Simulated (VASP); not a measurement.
ScB2N3:

```
CELL_PARAMETERS angstrom
2.96352 0.00000 0.00000
-1.48176 2.56649 0.00000
0.00000 0.00000 7.60357
ATOMIC_POSITIONS crystal
Sc 0.00000 0.00000 0.00000
B 0.33333 0.66667 0.66182
B 0.66667 0.33333 0.33818
N 0.33333 0.66667 0.20811
N 0.00000 0.00000 0.50000
N 0.66667 0.33333 0.79189
```

```yaml
Program: VASP 6.6.1
Task: relaxation of cell and atoms
Functional: PBE
Potentials_or_basis: VASP PAW PBE potentials, release 64 (Sc_sv, B, N)
Cutoff: 600 eV
k_mesh: 6 × 6 × 2
Occupations: gaussian, width 0.1 eV
Spin: no spin polarisation
```

At the start: pressure -41.4 GPa; volume 9.64 Å³/atom.

Task: Where does the relaxation end?

Result: Over 8 steps the energy falls by 384.2 meV/atom and the volume is 7.39 Å³/atom (-23.3 %); space group P-3m1 (No. 164, to 0.05 Å).

The path:
```
step  energy change (eV)  largest force (eV/Å)  pressure (GPa)  volume (Å³)
   1              0.0000                0.3826          -41.36        57.83
   2             -1.6091                1.0810           43.89        39.36
   3             -2.2719                0.6121           -0.54        44.59
   4             -2.2717                0.6285            0.97        44.35
   5             -2.3017                0.1625            0.90        44.20
   6             -2.3024                0.1140            0.92        44.18
   7             -2.3049                0.0543           -0.85        44.43
   8             -2.3054                0.0090           -0.38        44.36
```

Final structure:
```
CELL_PARAMETERS angstrom
2.74766 0.00000 0.00000
-1.37383 2.37955 0.00000
0.00000 0.00000 6.78443
ATOMIC_POSITIONS crystal
Sc 0.00000 0.00000 0.00000
B 0.33333 0.66667 0.65936
B 0.66667 0.33333 0.34064
N 0.33333 0.66667 0.21390
N 0.00000 0.00000 0.50000
N 0.66667 0.33333 0.78610
```

Caveat: the k points lie up to 0.46 Å⁻¹ apart in the final cell; the volume moved by over 15 % at a fixed basis, so the end points are rough.
